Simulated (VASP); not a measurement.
Here is a VASP 6.6.1 calculation.

INCAR

```
SYSTEM = Ta
PREC     = Accurate       ! precision mode
ENCUT    = 520            ! plane-wave cutoff, eV
EDIFF    = 1E-6           ! SCF threshold, eV
ISMEAR   = -1             ! smearing method
SIGMA    = 0.1            ! smearing width, eV
LREAL    = .FALSE.        ! projectors in reciprocal space
LASPH    = .TRUE.         ! aspherical terms in the spheres
NELM     = 80             ! most SCF steps
ALGO     = Normal         ! electronic algorithm
ISIF     = 2              ! what is computed and relaxed
LWAVE    = .FALSE.        ! write WAVECAR
LCHARG   = .TRUE.         ! write CHGCAR
GGA      = PE             ! functional
LELF     = .TRUE.         ! ELF
LVHAR    = .TRUE.       
NBANDS   = 12             ! bands
```

KPOINTS

```
Automatic mesh
0
G
  16 16 16
  0 0 0
```

File POSCAR:

```
Ta
1.0
    0.0000000000      2.0009019930      2.0009019930
    2.0009019930      0.0000000000      2.0009019930
    2.0009019930      2.0009019930      0.0000000000
Ta
1
Direct
    0.0000000000      0.0000000000      0.0000000000
```

Potentials or basis: VASP PAW PBE potentials, release 64 (Ta_pv).

Launch:

```bash
$ cat potpaw_PBE.64/Ta_pv/POTCAR > POTCAR
$ mpirun -np 1 vasp_std > vasp.out
```

What does it give for the band gap on the k mesh?

Zero (an odd number of electrons rules out a gap without spin polarisation).

Estimate the pressure.

42.0 GPa.

Caveat: the cell stands under pressure; spin-orbit coupling is left out, which moves the levels of the heavy elements.
